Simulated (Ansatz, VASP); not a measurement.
## Al in VASP and in Ansatz

File POSCAR:

```
Al
1.0
    2.8270800000      0.0000000000      0.0000000000
   -1.4135400000      2.4483200000      0.0000000000
    0.0000000000      0.0000000000      9.1859900000
Al
4
Direct
    0.0077000000      0.9959600000      0.0011900000
    0.3384988916      0.6668577833      0.2498400000
    0.9988900000      0.0001700000      0.4998700000
    0.6729200000      0.3389000000      0.7509600000
```

INCAR.step1

```
SYSTEM = Al
PREC = Accurate
ENCUT = 520
ISMEAR = -1
SIGMA = 0.15
LREAL = .False.
LASPH = .True.
NELM = 60
NBANDS = 14
GGA = PE
ALGO = Normal
EDIFF = 1E-4
LWAVE = .True.
LCHARG = .False.
```

The input INCAR.step2:

```
SYSTEM = Al
PREC = Accurate
ENCUT = 520
EDIFF = 1E-6
ISMEAR = -1
SIGMA = 0.15
LREAL = .False.
LASPH = .True.
NELM = 60
ALGO = Normal
ISIF = 2
LWAVE = .False.
LCHARG = .False.
METAGGA = R2SCAN
LMIXTAU = .True.
NBANDS = 14
ISTART = 1
```

KPOINTS

```
Automatic mesh
0
Gamma
  6 6 2
  0 0 0
```

Input for Ansatz:

```yaml
crystal:
  lattice:
    - [2.82708, 0.0, 0.0]
    - [-1.41354, 2.44832, 0.0]
    - [0.0, 0.0, 9.18599]
  atoms:
    - { symbol: Al, position: [0.0077, 0.99596, 0.00119] }
    - { symbol: Al, position: [0.33849889164815056, 0.6668577832963012, 0.24984] }
    - { symbol: Al, position: [0.99889, 0.00017, 0.49987] }
    - { symbol: Al, position: [0.67292, 0.3389, 0.75096] }
basis:
  ecutwfc: 650.0
  xc_grid: 2
kpoints:
  mp_grid:
    grid: [6, 6, 2]
hamiltonian:
  xc: r2scan
scf:
  convergence:
    dr2_threshold: 1.0e-09
  occupations:
    method: fermi_dirac
    width: 0.15
output:
  forces: true
  stress: true
```

Alike in both runs: task single point; functional r2SCAN; k mesh 6 × 6 × 2; occupations fermi-dirac, width 0.15 eV; no spin polarisation.

```csv
,VASP,Ansatz
version,VASP 6.6.1,Ansatz 0.2.0
potentials or method,"VASP PAW PBE potentials, release 64 (Al), cutoff 520 eV","plane waves, PAW"
valence electrons in the cell,12,12
```

|  | VASP | Ansatz | Ansatz less VASP |
| --- | --- | --- | --- |
| pressure (GPa) | 0.6 | 0.9 | +0.33 |
| traceless stress, the component that is largest in VASP (GPa) | 1.69 | 1.69 | +0.004 |
| rms of the force components (eV/Å) | 0.027 | 0.027 | +0.0002 |

VASP's potentials were made for PBE, not for r2SCAN. Atom by atom the forces differ by 0.000 eV/Å (rms over components). Ansatz's warnings: stress scf threshold loose.

The k mesh is coarse, so the values compare programs but aren't converged.
